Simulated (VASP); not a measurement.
# Al3GaIr (Pm-3m) in VASP: further runs, part 2 of 2

VASP 6.6.1.

### Step 4. Relaxation of cell and atoms, PBE

INCAR

```
PREC = Accurate
ENCUT = 600
EDIFF = 1E-6
ISMEAR = 0
SIGMA = 0.1
LREAL = F
LASPH = T
NELM = 80
ALGO = Normal
ISIF = 3
LWAVE = F
LCHARG = F
GGA = PE
IBRION = 2
NSW = 90
EDIFFG = -0.04
```

KPOINTS

```
Automatic mesh
0
Gamma
  4 4 4
```

POSCAR

```
Al3GaIr
1.0
    4.0095623800      0.0000000000      0.0000000000
    0.0000000000      4.0095623800      0.0000000000
    0.0000000000      0.0000000000      4.0095623800
Al Ga Ir
3 1 1
Direct
    0.0000000000      0.5000000000      0.0000000000
    0.0000000000      0.0000000000      0.5000000000
    0.5000000000      0.0000000000      0.0000000000
    0.0000000000      0.0000000000      0.0000000000
    0.5000000000      0.5000000000      0.5000000000
```

Potentials or basis: VASP PAW PBE potentials, release 64 (Al, Ga_d, Ir).

Started as:

```
$ cat potpaw_PBE.64/Al/POTCAR potpaw_PBE.64/Ga_d/POTCAR potpaw_PBE.64/Ir/POTCAR > POTCAR
$ mpirun -np 1 vasp_std > vasp.out
```

OUTCAR:

```text
PREC = Accurate
   ENCUT = 600
   EDIFF = 1E-6
   ISMEAR = 0
   LREAL = F
   LASPH = T
   NELM = 80
   ISIF = 3
   GGA = PE
   IBRION = 2
   NSW = 90
   EDIFFG = -0.04

 ion  position               nearest neighbor table
   1  0.000  0.500  0.000-   4 2.00   4 2.00   2 2.84   5 2.84   2 2.84   5 2.84   2 2.84   3 2.84
                             3 2.84   2 2.84   3 2.84   5 2.84   5 2.84   3 2.84
   2  0.000  0.000  0.500-   4 2.00   4 2.00   1 2.84   5 2.84   1 2.84   3 2.84   3 2.84   1 2.84
                             5 2.84   1 2.84   3 2.84   5 2.84   3 2.84   5 2.84
   3  0.500  0.000  0.000-   4 2.00   4 2.00   1 2.84   5 2.84   2 2.84   5 2.84   1 2.84   5 2.84
                             5 2.84   1 2.84   2 2.84   2 2.84   2 2.84   1 2.84
   4  0.000  0.000  0.000-   1 2.00   2 2.00   3 2.00   2 2.00   1 2.00   3 2.00
   5  0.500  0.500  0.500-   1 2.84   2 2.84   3 2.84   1 2.84   3 2.84   2 2.84   3 2.84   3 2.84
                             1 2.84   2 2.84   1 2.84   2 2.84

[... 170 lines left out ...]
  ---------------------------------------------------
  ext. energy  EPLUGINS =         0.00000000
  ---------------------------------------------------
  free energy    TOTEN  =       -13.77646671 eV

  energy without entropy =      -13.75339889  energy(sigma->0) =      -13.76493280

 E-fermi :  10.8567     XC(G=0): -12.0830

 val. band max:       10.8279970504   @ k =   0.5000   0.0000   0.0000
 cond. band min:      10.8785225548   @ k =   0.5000   0.2500   0.2500
 fundamental gap:      0.0505255044
 Fermi energy:        10.8566808639
[... 561 lines left out ...]
--------------------------------------- Ionic step        4  -------------------------------------------

 number of electron      31.0000035 magnetization

 Free energy of the ion-electron system (eV)
  ---------------------------------------------------
  ext. energy  EPLUGINS =         0.00000000
  ---------------------------------------------------
  free energy    TOTEN  =       -18.49962542 eV

  energy without entropy =      -18.48036918  energy(sigma->0) =      -18.48999730

 E-fermi :   5.6610     XC(G=0): -10.2031

 val. band max:        5.6290758795   @ k =   0.5000   0.2500   0.2500
 cond. band min:       5.9185961388   @ k =   0.2500   0.2500   0.0000
 fundamental gap:      0.2895202593
 Fermi energy:         5.6609967111
[... 250 lines left out ...]
  FREE ENERGIE OF THE ION-ELECTRON SYSTEM (eV)
  ---------------------------------------------------
  free  energy   TOTEN  =       -18.4996254204 eV

  energy  without entropy=      -18.4803691797  energy(sigma->0) =      -18.48999730

 reached required accuracy - stopping structural energy minimisation
```

OSZICAR:

```text
N       E                     dE             d eps       ncg     rms          rms(c)
DAV:   1     0.239224212013E+03    0.23922E+03   -0.15307E+04   391   0.226E+03
DAV:   2     0.118950313253E+02   -0.22733E+03   -0.21854E+03   388   0.530E+02
DAV:   3    -0.143142067016E+02   -0.26209E+02   -0.24614E+02   492   0.134E+02
[... 44 lines left out ...]
DAV:   3    -0.185016159771E+02    0.24193E-01   -0.15007E-01   496   0.237E+00    0.262E-01
DAV:   4    -0.184999175278E+02    0.16984E-02   -0.42188E-03   432   0.571E-01    0.950E-02
DAV:   5    -0.184996454087E+02    0.27212E-03   -0.71549E-04   564   0.293E-01    0.412E-02
DAV:   6    -0.184996258687E+02    0.19540E-04   -0.10939E-04   518   0.920E-02    0.116E-02
DAV:   7    -0.184996254204E+02    0.44832E-06   -0.55522E-06   393   0.183E-02
   4 F= -.18499625E+02 E0= -.18489997E+02  d E =-.472316E+01
```

CONTCAR:

```text
Al3GaIr
   1.00000000000000
     4.6055930093272677    0.0000000000000000   -0.0000000000000000
     0.0000000000000000    4.6055930093272677    0.0000000000000000
    -0.0000000000000000    0.0000000000000000    4.6055930093272677
  Al              Ga              Ir
     3     1     1
Direct
     0.0000000000000000    0.5000000000000000    0.0000000000000000
     0.0000000000000000    0.0000000000000000    0.5000000000000000
     0.5000000000000000    0.0000000000000000    0.0000000000000000
     0.0000000000000000    0.0000000000000000    0.0000000000000000
     0.5000000000000000    0.5000000000000000    0.5000000000000000

  0.00000000E+00  0.00000000E+00  0.00000000E+00
  0.00000000E+00  0.00000000E+00  0.00000000E+00
  0.00000000E+00  0.00000000E+00  0.00000000E+00
  0.00000000E+00  0.00000000E+00  0.00000000E+00
  0.00000000E+00  0.00000000E+00  0.00000000E+00
```

It took 37 s on 1 thread of Intel Xeon Platinum 8488C (Sapphire Rapids), shared host; peak memory 0.19 GiB.

Results:

| Item | Value |
| --- | --- |
| Free energy | -18.4996 eV |
| Relaxed volume | 19.54 Å³/atom |
| Relaxed cell | a = 4.606 Å, b = 4.606 Å, c = 4.606 Å, α = 90.00°, β = 90.00°, γ = 90.00° |
| Space group after relaxing (to 0.1 Å) | Pm-3m (No. 221) |
| Energy gained by relaxing | 944.6 meV/atom |
| Ionic steps | 4 |
| Pressure after relaxing | -0.2 GPa |
| Band gap on the k mesh | zero (an odd number of electrons rules out a gap without spin polarisation) |

The path:
```csv
step,energy change (eV),largest force (eV/Å),pressure (GPa),volume (Å³)
1,0.0000,0.0000,67.70,64.46
2,-3.4431,0.0000,-9.78,129.81
3,-4.7222,0.0000,0.43,96.74
4,-4.7232,0.0000,-0.17,97.69
```

Final structure:
```yaml
crystal:
  lattice:
    - [4.60559, 0.00000, 0.00000]
    - [0.00000, 4.60559, 0.00000]
    - [0.00000, 0.00000, 4.60559]
  atoms:
    - { symbol: Al, position: [0.00000, 0.50000, 0.00000] }
    - { symbol: Al, position: [0.00000, 0.00000, 0.50000] }
    - { symbol: Al, position: [0.50000, 0.00000, 0.00000] }
    - { symbol: Ga, position: [0.00000, 0.00000, 0.00000] }
    - { symbol: Ir, position: [0.50000, 0.50000, 0.50000] }
```

Levels at points of the mesh, in eV from the Fermi level:
```
           k point  band 13  band 14  band 15  band 16  band 17  band 18
(0.00, 0.00, 0.00)    -1.04    -1.04    -1.04     0.62     0.62     3.68
(0.50, 0.00, 0.00)    -0.96    -0.78    -0.42    -0.42    -0.13     0.57
(0.50, 0.50, 0.00)    -1.68    -0.81    -0.64     1.17     1.69     1.69
(0.50, 0.50, 0.50)    -1.48    -0.60    -0.60    -0.26    -0.26    -0.26
```

Caveat: the k points lie up to 0.34 Å⁻¹ apart in the final cell, too coarse for converged energies and pressures of a metal; the volume moved by over 15 % at a fixed basis, so the end points are rough; spin-orbit coupling is left out, which moves the levels of the heavy elements.

### Step 5. Single point, PBE

This run uses another cell than the first one, of 19.35 Å³/atom.

INCAR

```
SYSTEM = Al3GaIr
PREC = Accurate
ENCUT = 520
EDIFF = 1E-7
ISMEAR = 0
SIGMA = 0.1
LREAL = .False.
LASPH = .True.
NELM = 100
ALGO = Fast
ISIF = 2
LWAVE = .False.
LCHARG = .True.
GGA = PE
LELF = .True.
LVHAR = .True.
NBANDS = 24
```

KPOINTS

```
Automatic mesh
0
Gamma
  8 8 8
  0 0 0
```

POSCAR, as its differences from that of step 4:

```diff
@@ -2,5 +2,5 @@
 1.0
-    4.0095623800      0.0000000000      0.0000000000
-    0.0000000000      4.0095623800      0.0000000000
-    0.0000000000      0.0000000000      4.0095623800
+    4.5903822332      0.0000000000      0.0000000000
+    0.0000000000      4.5903822332      0.0000000000
+    0.0000000000      0.0000000000      4.5903822332
 Al Ga Ir
```

Started as:

```
$ cat potpaw_PBE.64/Al/POTCAR potpaw_PBE.64/Ga_d/POTCAR potpaw_PBE.64/Ir/POTCAR > POTCAR
$ mpirun -np 1 vasp_std > vasp.out
```

It took 64 s on 1 thread of Intel Xeon Platinum 8488C (Sapphire Rapids), shared host; peak memory 0.25 GiB.

The run converged. Its results:

```
Free energy            : -18.3694 eV
Pressure               : 0.0 GPa
Band gap on the k mesh : zero (an odd number of electrons rules out a gap without spin polarisation)
```

Levels at points of the mesh, in eV from the Fermi level:
| k point | band 11 | band 12 | band 13 | band 14 | band 15 | band 16 | band 17 | band 18 | band 19 | band 20 |
| --- | --- | --- | --- | --- | --- | --- | --- | --- | --- | --- |
| (0.00, 0.00, 0.00) | -3.10 | -3.09 | -1.20 | -1.20 | -1.20 | 0.50 | 0.50 | 3.57 | 3.57 | 3.57 |
| (0.50, 0.00, 0.00) | -1.33 | -1.25 | -1.12 | -0.94 | -0.57 | -0.57 | -0.26 | 0.41 | 0.41 | 3.59 |
| (0.50, 0.50, 0.00) | -1.93 | -1.85 | -1.85 | -0.96 | -0.80 | 1.07 | 1.56 | 1.56 | 3.07 | 3.07 |
| (0.50, 0.50, 0.50) | -2.49 | -2.49 | -1.63 | -0.76 | -0.76 | -0.41 | -0.41 | -0.41 | 6.06 | 6.06 |

Caveat: spin-orbit coupling is left out, which moves the levels of the heavy elements.

### Step 6. The runs side by side

```csv
task,cell,k mesh,cutoff (eV),gap on the mesh (eV),pressure (GPa)
single point,"a = 4.010 Å, 5 atoms",4 × 4 × 4,520,none,67.7
single point,"a = 4.603 Å, 5 atoms",4 × 4 × 4,520,none,0.0
relaxation of cell and atoms,"relaxed from a = 4.010 Å, 5 atoms",4 × 4 × 4,600,none,-0.2
single point,"a = 4.590 Å, 5 atoms",8 × 8 × 8,520,none,0.0
```

Alike in all rows: level PBE; potentials or basis VASP PAW PBE potentials, release 64 (Al, Ga_d, Ir); no spin polarisation; smearing gaussian 0.1 eV.

Caveats: some runs use coarse meshes; spin-orbit coupling is left out, which moves the levels of the heavy elements; the volume moved by over 15 % at a fixed basis, so the end points are rough (at least some runs).

Absolute energies hang on the potentials; compare differences alone.

The gap in the log of VASP goes by the Fermi energy; the results here count the filled bands.